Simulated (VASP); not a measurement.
Wanted: the native input for a VASP 6.6.1 run.

```
Task                   : single point
Functional             : PBEsol
Potentials or basis    : VASP PAW PBE potentials, release 64 (Al)
Cutoff                 : 520 eV
k mesh                 : 24 × 24 × 24
Occupations            : fermi-dirac, width 0.05 eV
Spin                   : no spin polarisation
Dipole correction      : no
Further INCAR settings : ALGO = Normal; EDIFF = 1e-06; NBANDS = 8
```

The structure of Al lies in POSCAR:

```
Al
1.0
    0.0000000000      1.9776970986      1.9776970986
    1.9776970986      0.0000000000      1.9776970986
    1.9776970986      1.9776970986      0.0000000000
Al
1
Direct
    0.0000000000      0.0000000000      0.0000000000
```

The input as run:

INCAR

```
SYSTEM = Al
PREC = Accurate
ENCUT = 520
EDIFF = 1E-6
ISMEAR = -1
SIGMA = 0.05
LREAL = .False.
LASPH = .True.
NELM = 60
ALGO = Normal
ISIF = 2
LWAVE = .False.
LCHARG = .False.
GGA = PS
NBANDS = 8
```

KPOINTS

```
regular mesh
0
Gamma
  24 24 24
  0 0 0
```

Potentials or basis: VASP PAW PBE potentials, release 64 (Al).

Run with:

```sh
$ cat potpaw_PBE.64/Al/POTCAR > POTCAR
$ mpirun -np 1 vasp_std > vasp.out
```

It gave:

```
Pressure               : 4.0 GPa
Band gap on the k mesh : zero (an odd number of electrons rules out a gap without spin polarisation)
```

Caveat: the cell stands under pressure; the PAW data sets were made with another functional, which shifts forces and pressure a little.

Wall time 35 s on 1 thread of Intel Xeon 8259CL (shared host), peak memory 0.16 GiB.
